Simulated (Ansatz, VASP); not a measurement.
**Two plane-wave programs on Li2ClF**

```
CELL_PARAMETERS angstrom
3.30503 0.00000 0.00000
0.00000 3.30503 0.00000
0.00000 0.00000 4.62938
ATOMIC_POSITIONS crystal
F 0.00000 0.00000 0.00000
Li 0.00000 0.00000 0.50000
Li 0.50000 0.50000 0.00000
Cl 0.50000 0.50000 0.50000
```

Change from the starting cell: epitaxial_xy strain -1.1%.

Alike in both runs: task single point; functional r2SCAN; k mesh 8 × 8 × 6; no spin polarisation.

|  | VASP | Ansatz |
| --- | --- | --- |
| version | VASP 6.6.1 | Ansatz 0.2.0 |
| potentials or method | VASP PAW PBE potentials, release 64 (F, Li_sv, Cl) | plane waves, PAW |
| plane-wave cutoff (eV) | 830 | 500 |
| occupations | gaussian, width 0.01 eV | fixed |
| valence electrons in the cell | 20 | 20 |

```csv
,VASP,Ansatz,Ansatz less VASP
gap on the k mesh at the Fermi level (eV),7.25,7.26,+0.008
pressure (GPa),0.3,0.8,+0.42
```

VASP's potentials were made for PBE, not for r2SCAN.
